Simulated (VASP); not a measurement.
Write the native input for VASP 6.6.1 that does the following.

| Item | Value |
| --- | --- |
| Task | single point |
| Functional | PBE |
| Potentials or basis | VASP PAW PBE potentials, release 64 (Zn) |
| Cutoff | 520 eV |
| k mesh | 17 × 17 × 17 |
| Occupations | fermi-dirac, width 0.08 eV |
| Spin | no spin polarisation |
| Dipole correction | no |
| Further INCAR settings | ALGO = Normal; EDIFF = 1e-06; NBANDS = 12 |

The structure of Zn lies in POSCAR:

```
Zn
1.0
    2.5387477681      0.0000000000      0.0000000000
    0.0000000000      2.5387477681      0.0000000000
    0.0000000000      0.0000000000      2.5387477681
Zn
1
Direct
    0.0000000000      0.0000000000      0.0000000000
```

This cell differs from its parent crystal: volume scaled by 0.9.

One way to write it, as run:

INCAR

```
PREC = Accurate ; ENCUT = 520
EDIFF = 1E-6 ; ISMEAR = -1
SIGMA = 0.08 ; LREAL = False
LASPH = True ; NELM = 80
ALGO = Normal ; ISIF = 2
LWAVE = False ; LCHARG = False
GGA = PE ; NBANDS = 12
```

KPOINTS

```
Automatic mesh
0
Gamma
  17 17 17
```

Potentials or basis: VASP PAW PBE potentials, release 64 (Zn).

Command:

```console
$ cat potpaw_PBE.64/Zn/POTCAR > POTCAR
$ mpirun -np 1 vasp_std > vasp.out
```

It gave:

The pressure is 6.9 GPa and the band gap on the k mesh is zero (band 6 reaches 7.77 eV, above the bottom of band 7 at 0.19 eV).

Wall time 37 s on 1 thread of AMD EPYC 7R13 (shared host), peak memory 0.11 GiB.
